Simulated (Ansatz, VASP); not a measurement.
Two plane-wave programs on W

Contents of INCAR:

```
SYSTEM = W
PREC = Accurate
ENCUT = 500
EDIFF = 1E-6
ISMEAR = 0
SIGMA = 0.15
LREAL = .FALSE.
LASPH = .TRUE.
NELM = 120
ALGO = Normal
ISIF = 2
LWAVE = .FALSE.
LCHARG = .TRUE.
GGA = PS
LELF = .TRUE.
LVHAR = .TRUE.
NBANDS = 13
GGA_COMPAT = .FALSE.
```

Contents of KPOINTS:

```
Automatic mesh
0
G
  22 22 22
  0 0 0
```

File POSCAR:

```
W
1.0
    0.0000000000      2.0666371061      1.7709013362
    2.0666371061      0.0000000000      1.7709013362
    2.0666371061      2.0666371061      0.0000000000
W
1
Direct
    0.0000000000      0.0000000000      0.0000000000
```

Input for Ansatz:

```yaml
crystal:
  lattice:
    - [0.0, 2.0666371061, 1.7709013362]
    - [2.0666371061, 0.0, 1.7709013362]
    - [2.0666371061, 2.0666371061, 0.0]
  atoms:
    - { symbol: W, position: [0.0, 0.0, 0.0] }
basis:
  ecutwfc: 420
kpoints:
  mp_grid: { grid: [22, 22, 22] }
hamiltonian:
  xc: pbesol
  pseudopotentials: { kind: paw, azcp: { folder: soft_1 } }
scf:
  occupations: { method: gaussian, width: 0.15 }
output:
  forces: true
  stress: true
  eigenvalues: true
```

Alike in both runs: task single point; functional PBEsol; k mesh 22 × 22 × 22; occupations gaussian, width 0.15 eV; no spin polarisation.

|  | VASP | Ansatz |
| --- | --- | --- |
| version | VASP 6.6.1 | Ansatz 0.2.0 |
| potentials or method | VASP PAW PBE potentials, release 64 (W_sv), cutoff 500 eV | scalar-relativistic, plane waves, PAW |
| valence electrons in the cell | 14 | 14 |

Ansatz gave:

```
gap on the k mesh at the Fermi level (eV)                     : none
pressure (GPa)                                                : 17.2
traceless stress, the component that is largest in VASP (GPa) : -23.68
```

What did VASP give for the same quantities?

gap on the k mesh at the Fermi level (eV): none; pressure (GPa): 17.9; traceless stress, the component that is largest in VASP (GPa): -23.75.

VASP's potentials were made for PBE, not for PBEsol, and Ansatz warns of the same on its side. A gap of «none» marks a metal or a gap that the smearing closes.

Neither program's run includes spin-orbit coupling.
